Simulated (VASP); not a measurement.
Runs of VASP 6.6.1 on ScW3. The structure is that of space group Pm-3m (No. 221), or close to it. The cells are those of the table. 

```tsv
task	cell	k mesh	cutoff (eV)	gap on the mesh (eV)	pressure (GPa)	relaxed volume (Å³/atom)
single point	a = 4.109 Å, 4 atoms	4 × 4 × 4	520	none	0.3	-
relaxation of cell and atoms	relaxed from a = 4.277 Å, 4 atoms	4 × 4 × 4	600	none	0.1	17.37
single point	a = 4.111 Å, 4 atoms	12 × 12 × 12	520	none	0.3	-
relaxation of cell and atoms	relaxed from a = 4.109 Å, 4 atoms	12 × 12 × 12	600	none	0.0	(a)
single point	a = 4.277 Å, 4 atoms	4 × 4 × 4	520	none	-19.2	-
```

Alike in all rows: level PBE; potentials or basis VASP PAW PBE potentials, release 64 (Sc_sv, W_sv); no spin polarisation; smearing gaussian 0.1 eV.

Question: Estimate the missing entries.

Answer: (a) 17.41.

Caveats: some runs use coarse meshes; spin-orbit coupling is left out, which moves the levels of the heavy elements.

A k mesh can miss the band edges, and the runs leave out spin-orbit coupling on W.

A gap of «none» marks levels without a gap at the run's occupations.
